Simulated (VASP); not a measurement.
# Ba (Fd-3m) in VASP: notebook

The runs below take Ba through single point, with RPBE.

All numbers are computed with VASP 6.6.1; they aren't measurements. Logs are shortened: lines on timing, memory, paths and dates and some standing lists are left out, and cuts for length are marked.

## 1. The cell of the first run

It takes space group Fd-3m (No. 227, cubic). Conventional cell: a = 10.700 Å, b = 10.700 Å, c = 10.700 Å, α = 90.00°, β = 90.00°, γ = 90.00°.

This isn't the form of Ba at room conditions, which is bcc.

## 2. Single point, RPBE (153.15 Å³/atom)

INCAR

```
SYSTEM = Ba
PREC = Accurate
ENCUT = 520
EDIFF = 1E-7
ISMEAR = -1
SIGMA = 0.1
LREAL = .False.
LASPH = .True.
NELM = 80
ALGO = Normal
ISIF = 2
LWAVE = .False.
LCHARG = .False.
GGA = RP
NBANDS = 17
```

KPOINTS

```
Automatic mesh
0
Gamma
  6 6 6
  0 0 0
```

POSCAR

```
Ba
1.0
    0.0000000000      5.3502007517      5.3502007517
    5.3502007517      0.0000000000      5.3502007517
    5.3502007517      5.3502007517      0.0000000000
Ba
2
Direct
    0.1250000000      0.1250000000      0.1250000000
    0.8750000000      0.8750000000      0.8750000000
```

Potentials or basis: VASP PAW PBE potentials, release 64 (Ba_sv).

On the command line:

```
$ cat potpaw_PBE.64/Ba_sv/POTCAR > POTCAR
$ mpirun -np 1 vasp_std > vasp.out
```

OUTCAR:

```text
SYSTEM = Ba
   PREC = Accurate
   ENCUT = 520
   EDIFF = 1E-7
   ISMEAR = -1
   LREAL = .False.
   LASPH = .True.
   NELM = 80
   ISIF = 2
   GGA = RP

 ion  position               nearest neighbor table
   1  0.125  0.125  0.125-   2 4.63   2 4.63   2 4.63   2 4.63
   2  0.875  0.875  0.875-   1 4.63   1 4.63   1 4.63   1 4.63

  LATTYP: Found a face centered cubic cell.
 ALAT       =    10.7004015034

  Lattice vectors:

 A1 = (   0.0000000000,   5.3502007517,   5.3502007517)
 A2 = (   5.3502007517,   0.0000000000,   5.3502007517)
 A3 = (   5.3502007517,   5.3502007517,   0.0000000000)

Analysis of symmetry for initial positions (statically):
=====================================================================
 Subroutine PRICEL returns:
 Original cell was already a primitive cell.

 Routine SETGRP: Setting up the symmetry group for a
 face centered cubic supercell.

 Subroutine GETGRP returns: Found 48 space group operations
 (whereof 12 operations were pure point group operations)
 out of a pool of 48 trial point group operations.

The static configuration has the point symmetry D_3d.
 The point group associated with its full space group is O_h .

Analysis of symmetry for dynamics (positions and initial velocities):
=====================================================================
 Subroutine PRICEL returns:
 Original cell was already a primitive cell.

 Routine SETGRP: Setting up the symmetry group for a
 face centered cubic supercell.

 Subroutine GETGRP returns: Found 48 space group operations
 (whereof 12 operations were pure point group operations)
 out of a pool of 48 trial point group operations.

The dynamic configuration has the point symmetry D_3d.
 The point group associated with its full space group is O_h .

 Subroutine INISYM returns: Found 48 space group operations
 (whereof 12 operations are pure point group operations),
 and found     1 'primitive' translations

----------------------------------------------------------------------------------------

                                     Primitive cell

  volume of cell :     306.2952

  direct lattice vectors                    reciprocal lattice vectors
     0.000000000  5.350200752  5.350200752    -0.093454437  0.093454437  0.093454437
     5.350200752  0.000000000  5.350200752     0.093454437 -0.093454437  0.093454437
     5.350200752  5.350200752  0.000000000     0.093454437  0.093454437 -0.093454437

  length of vectors
     7.566326464  7.566326464  7.566326464     0.161867833  0.161867833  0.161867833

  position of ions in fractional coordinates (direct lattice)
     0.125000000  0.125000000  0.125000000
     0.875000000  0.875000000  0.875000000

  ion indices of the primitive-cell ions
   primitive index   ion index
                 1           1
                 2           2

----------------------------------------------------------------------------------------

 KPOINTS: Automatic mesh

Automatic generation of k-mesh.
 Grid dimensions read from file:
 generate k-points for:    6    6    6

 Generating k-lattice:

  Cartesian coordinates                     Fractional coordinates (reciprocal lattice)
    -0.015575740  0.015575740  0.015575740     0.166666667  0.000000000  0.000000000
     0.015575740 -0.015575740  0.015575740     0.000000000  0.166666667  0.000000000
     0.015575740  0.015575740 -0.015575740     0.000000000  0.000000000  0.166666667

  Length of vectors
     0.026977972  0.026977972  0.026977972

  Shift w.r.t. Gamma in fractional coordinates (k-lattice)
     0.000000000  0.000000000  0.000000000

 Subroutine IBZKPT returns following result:
 ===========================================

 Found     16 irreducible k-points:

 Following reciprocal coordinates:
            Coordinates               Weight
  0.000000  0.000000  0.000000      1.000000
  0.166667  0.000000  0.000000      8.000000
  0.333333  0.000000  0.000000      8.000000
  0.500000  0.000000  0.000000      4.000000
  0.166667  0.166667  0.000000      6.000000
  0.333333  0.166667  0.000000     24.000000
[... 8 lines left out ...]
 -0.333333  0.333333  0.166667     24.000000
 -0.333333  0.500000  0.166667     12.000000
   k-points           NKPTS =     16   k-points in BZ     NKDIM =     16   number of bands    NBANDS=     17
   number of dos      NEDOS =    301   number of ions     NIONS =      2
   total plane-waves  NPLWV = 175616
   dimension x,y,z NGX =    56 NGY =   56 NGZ =   56
   dimension x,y,z NGXF=   112 NGYF=  112 NGZF=  112
   ions per type =               2
   NGX,Y,Z   is equivalent  to a cutoff of  12.30, 12.30, 12.30 a.u.
   NGXF,Y,Z  is equivalent  to a cutoff of  24.61, 24.61, 24.61 a.u.
 SYSTEM =  Ba
   PREC   = accura    normal or accurate (medium, high low for compatibility)
   ISTART =      0    job   : 0-new  1-cont  2-samecut
   ICHARG =      2    charge: 1-file 2-atom 10-const
   ISPIN  =      1    spin polarized calculation?
   LNONCOLLINEAR =      F non collinear calculations
   LSORBIT =      F    spin-orbit coupling
   LASPH  =      T    aspherical Exc in radial PAW
   ENCUT  =  520.0 eV  38.22 Ry    6.18 a.u.  14.07 14.07 14.07*2*pi/ulx,y,z
   NELM   =     80;   NELMIN=  2; NELMDL= -5     # of ELM steps
   EDIFF  = 0.1E-06   stopping-criterion for ELM
   LREAL  =      F    real-space projection
   EDIFFG = 0.1E-05   stopping-criterion for IOM
   NSW    =      0    number of steps for IOM
   IBRION =     -1    ionic relax: 0-MD 1-quasi-New 2-CG
   NFREE  =      0    steps in history (QN), initial steepest desc. (CG)
   ISIF   =      2    stress and relaxation
   ISYM   =      2    0-nonsym 1-usesym 2-fastsym
   POTIM  = 0.5000    time-step for ionic-motion
   TEBEG  =    0.0;   TEEND  =   0.0 temperature during run
   PSTRESS=    0.0 pullay stress
   NELECT =      20.0000    total number of electrons
   NUPDOWN=      -1.0000    fix difference up-down
   EMIN   =  10.00;   EMAX   =-10.00  energy-range for DOS
   EFERMI =   0.00;   METHOD = LEGACY
   ISMEAR =    -1;   SIGMA  =   0.10  broadening in eV -4-tet -1-fermi 0-gaus
   EFERMI_NEDOS =   21; number of points for ismear=-14 and -15
   IALGO  =     38    algorithm
   IMIX   =      4    mixing-type and parameters
     AMIX     =   0.40;   BMIX     =  1.00
     AMIX_MAG =   1.60;   BMIX_MAG =  1.00
  volume/ion in A,a.u.               =     153.15      1033.49
  Fermi-wavevector in a.u.,A,eV,Ry     =   0.659232  1.245767  5.912908  0.434586
  Thomas-Fermi vector in A             =   1.731302
   LORBIT       =      0    0 simple, 1 ext, 2 COOP (PROOUT), +10 PAW based schemes
   GGA     = RP    functional components
   LHFCALC =     F    Hartree Fock is set to
   AEXX    =    0.0000 exact exchange contribution
   IVDW    =     0    specifies the selected vdW correction
   LEPSILON=     F    determine dielectric tensor
   LRPA    =     F    only Hartree local field effects (RPA)
 non-spin polarized calculation
  energy-cutoff  :      520.00
  volume of cell :      306.30
 maximum number of plane-waves:      8291
   NGX = 29   NGY = 29   NGZ = 29

 number of electron      19.9999998 magnetization

 Free energy of the ion-electron system (eV)
  ---------------------------------------------------
  ext. energy  EPLUGINS =         0.00000000
  ---------------------------------------------------
  free energy    TOTEN  =        -1.45263403 eV

  energy without entropy =       -1.23549676  energy(sigma->0) =       -1.34406540

 E-fermi :  -0.4209     XC(G=0):  -4.7385

 val. band max:       -0.5067022370   @ k =   0.3333   0.3333   0.0000
 cond. band min:      -0.4066112551   @ k =   0.3333   0.0000   0.0000
 fundamental gap:      0.1000909819
 Fermi energy:        -0.4208576345

 k-point     1 :       0.0000    0.0000    0.0000
  band No.  band energies     occupation
      1     -30.5865      2.00000
      2     -30.5712      2.00000
      3     -15.7490      2.00000
      4     -15.7490      2.00000
      5     -15.7490      2.00000
      6     -15.6656      2.00000
[... 9 lines left out ...]
     16       0.6534      0.00004
     17       0.6534      0.00004

 k-point     2 :       0.1667    0.0000    0.0000
  band No.  band energies     occupation
      1     -30.5857      2.00000
      2     -30.5719      2.00000
      3     -15.7510      2.00000
      4     -15.7510      2.00000
      5     -15.7477      2.00000
      6     -15.6671      2.00000
[... 9 lines left out ...]
     16       0.6594      0.00004
     17       0.6594      0.00004

 k-point     3 :       0.3333    0.0000    0.0000
  band No.  band energies     occupation
      1     -30.5839      2.00000
      2     -30.5738      2.00000
      3     -15.7547      2.00000
      4     -15.7547      2.00000
      5     -15.7451      2.00000
      6     -15.6702      2.00000
[... 9 lines left out ...]
     16       0.7798      0.00001
     17       0.7798      0.00001

 k-point     4 :       0.5000    0.0000    0.0000
  band No.  band energies     occupation
      1     -30.5826      2.00000
      2     -30.5750      2.00000
      3     -15.7565      2.00000
      4     -15.7565      2.00000
      5     -15.7437      2.00000
      6     -15.6719      2.00000
[... 9 lines left out ...]
     16       0.9319      0.00000
     17       0.9319      0.00000
[... 183 lines left out ...]
      1     -30.5821      2.00000
      2     -30.5755      2.00000
      3     -15.7626      2.00000
      4     -15.7594      2.00000
      5     -15.7289      2.00000
      6     -15.6865      2.00000
[... 9 lines left out ...]
     16       0.6746      0.00003
     17       0.9650      0.00000

 k-point    15 :      -0.3333    0.3333    0.1667
  band No.  band energies     occupation
      1     -30.5807      2.00000
      2     -30.5769      2.00000
      3     -15.7644      2.00000
      4     -15.7611      2.00000
      5     -15.7225      2.00000
      6     -15.6931      2.00000
[... 9 lines left out ...]
     16       0.6720      0.00004
     17       1.0344      0.00000

 k-point    16 :      -0.3333    0.5000    0.1667
  band No.  band energies     occupation
      1     -30.5788      2.00000
      2     -30.5788      2.00000
      3     -15.7641      2.00000
      4     -15.7641      2.00000
      5     -15.7078      2.00000
      6     -15.7078      2.00000
[... 9 lines left out ...]
     16       0.4878      0.00023
     17       1.2268      0.00000

------------------------ aborting loop because EDIFF is reached ----------------------------------------

  FORCE on cell =-STRESS in cart. coord.  units (eV):
  Direction    XX          YY          ZZ          XY          YZ          ZX
  --------------------------------------------------------------------------------------
  -------------------------------------------------------------------------------------
  Total       -0.1143688     -0.1143688     -0.1143688     -0.0000000     -0.0000000      0.0000000
  in kB       -0.5982434     -0.5982434     -0.5982434     -0.0000000     -0.0000000      0.0000000
  external PRESSURE =      -0.5982434 kB  Pullay stress =       0.0000000 kB

 VOLUME and BASIS-vectors are now :
 -----------------------------------------------------------------------------
  energy-cutoff  :      520.00
  volume of cell :      306.30
      direct lattice vectors                 reciprocal lattice vectors
     0.000000000  5.350200752  5.350200752    -0.093454437  0.093454437  0.093454437
     5.350200752  0.000000000  5.350200752     0.093454437 -0.093454437  0.093454437
     5.350200752  5.350200752  0.000000000     0.093454437  0.093454437 -0.093454437

 POSITION                                       TOTAL-FORCE (eV/Angst)
 -----------------------------------------------------------------------------------
      1.33755      1.33755      1.33755         0.000000      0.000000      0.000000
      9.36285      9.36285      9.36285        -0.000000     -0.000000     -0.000000
 -----------------------------------------------------------------------------------
    total drift:                                0.000000      0.000000     -0.000000

  FREE ENERGIE OF THE ION-ELECTRON SYSTEM (eV)
  ---------------------------------------------------
  free  energy   TOTEN  =        -1.4526340339 eV

  energy  without entropy=       -1.2354967564  energy(sigma->0) =       -1.34406540
```

It took 64 s on 1 thread of Intel Xeon Platinum 8488C (Sapphire Rapids), shared host; peak memory 0.44 GiB.

Results:

```
Free energy            : -1.4526 eV
Pressure               : -0.1 GPa
Band gap on the k mesh : zero (bands 10 and 11 overlap by 0.29 eV)
```

Levels at points of the mesh, in eV from the Fermi level:
```tsv
k point	band 6	band 7	band 8	band 9	band 10	band 11	band 12	band 13	band 14	band 15
(0.00, 0.00, 0.00)	-15.24	-15.24	-15.24	-1.91	0.35	0.35	0.35	0.43	0.43	1.07
(0.50, 0.00, 0.00)	-15.25	-15.24	-15.24	-1.22	-0.27	0.34	0.41	0.41	0.45	0.45
(0.50, 0.50, 0.00)	-15.29	-15.23	-15.23	-0.62	-0.62	0.06	0.06	0.51	0.51	1.26
```

Caveat: the PAW data sets were made with another functional, which shifts forces and pressure a little; spin-orbit coupling is left out, which moves the levels of the heavy elements.

(Part 1 of 2 ends here.)
